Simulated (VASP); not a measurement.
Set up this calculation in VASP 6.6.1, as the native input.

```
Task                   : single point
Functional             : r2SCAN
Potentials or basis    : VASP PAW PBE potentials, release 64 (Si)
Cutoff                 : 550 eV
k mesh                 : 8 × 4 × 4
Occupations            : gaussian, width 0.05 eV
Spin                   : no spin polarisation
Dipole correction      : no
Further INCAR settings : ALGO = Normal; EDIFF = 1e-06; NBANDS = 26
```

The system is Si.

```
Si
1.0
    -3.83191    0.00000    0.00000
     0.00000    0.00000   -6.34182
     0.00000   -6.63706    0.00000
Si
8
Direct
  0.50000 0.93691 0.17797
  0.00000 0.93691 0.67797
  0.00000 0.43691 0.32203
  0.50000 0.43691 0.82203
  0.50000 0.56309 0.15537
  0.00000 0.56309 0.65537
  0.00000 0.06309 0.34463
  0.50000 0.06309 0.84463
```

This cell differs from its parent crystal: atoms displaced along a vibrational mode.

These files were run (other wordings do the same):

POSCAR

```
Si
1.0
   -3.8319083593      0.0000000000      0.0000000000
    0.0000000000      0.0000000000     -6.3418199252
    0.0000000000     -6.6370599682      0.0000000000
Si
8
Direct
    0.5000000000      0.9369091215      0.1779668509
    1.0000000000      0.9369091215      0.6779668509
    0.0000000000      0.4369091215      0.3220331491
    0.5000000000      0.4369091215      0.8220331491
    0.5000000000      0.5630908785      0.1553664825
    1.0000000000      0.5630908785      0.6553664825
    0.0000000000      0.0630908785      0.3446335175
    0.5000000000      0.0630908785      0.8446335175
```

INCAR.step1

```
SYSTEM = Si
  PREC = Accurate
  ENCUT = 550
  ISMEAR = 0
  SIGMA = 0.05
  LREAL = .False.
  LASPH = .True.
  NELM = 120
  NBANDS = 26
  GGA = PE
  ALGO = Normal
  EDIFF = 1E-5
  LWAVE = .True.
  LCHARG = .False.
  GGA_COMPAT = .False.
```

INCAR.step2

```
SYSTEM = Si
  PREC = Accurate
  ENCUT = 550
  EDIFF = 1E-6
  ISMEAR = 0
  SIGMA = 0.05
  LREAL = .False.
  LASPH = .True.
  NELM = 120
  ALGO = Normal
  ISIF = 2
  LWAVE = .False.
  LCHARG = .False.
  METAGGA = R2SCAN
  LMIXTAU = .True.
  NBANDS = 26
  ISTART = 1
  GGA_COMPAT = .False.
```

KPOINTS

```
regular mesh
0
Gamma
  8 4 4
  0 0 0
```

Potentials or basis: VASP PAW PBE potentials, release 64 (Si).

Run with:

```console
$ cat potpaw_PBE.64/Si/POTCAR > POTCAR
$ cp INCAR.step1 INCAR
$ mpirun -np 1 vasp_std > vasp.out
$ cp INCAR.step2 INCAR
$ mpirun -np 1 vasp_std > vasp.out
```

Results of the run:

The pressure is -0.3 GPa and the largest force is 0.102 eV/Å. The band gap on the k mesh is 0.64 eV.

Caveat: the cell differs from its parent crystal (atoms displaced along a vibrational mode); the PAW data sets were made with another functional, which shifts forces and pressure a little.

Wall time 16 min on 1 thread of Oxide Virtual Turin-like Processor, with other jobs on the host, peak memory 0.33 GiB.
